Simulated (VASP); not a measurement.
Ni3Ge:

```
Ni Ge
1.0
     3.26545    0.00000    0.00000
     0.00000    3.26545    0.00000
     0.00000    0.00000    3.26545
Ni Ge
3 1
Direct
  0.50000 0.00000 0.50000
  0.00000 0.50000 0.50000
  0.50000 0.50000 0.00000
  0.00000 0.00000 0.00000
```

Base run:

```yaml
Program: VASP 6.6.1
Functional: LDA
Potentials_or_basis: VASP PAW LDA potentials, release 64 (Ni, Ge_d)
Cutoff: 520 eV
k_mesh: 12 × 12 × 12
Occupations: gaussian, width 0.15 eV
Spin: collinear spin, ferromagnetic start
Starting_moments: "[0.375, 0.375, 0.375, 0.0] μB"
Fixed_moment: 1.125 μB
```

Its results: pressure 79.7 GPa; site moments Ni +0.36; Ge +0.03 μB.

Question: The run is repeated on the same cell with these changes: fixed moment from 1.125 μB to 2.25 μB; moments at the start from [0.38, 0.38, 0.38, 0.0] to [0.75, 0.75, 0.75, 0.0]. What comes out?

Answer: Pressure 85.2 GPa; site moments Ni +0.69; Ge +0.12 μB.

Caveats: the cell stands under pressure; the total moment is fixed, so each spin has its own Fermi level and the state may be an excited one.
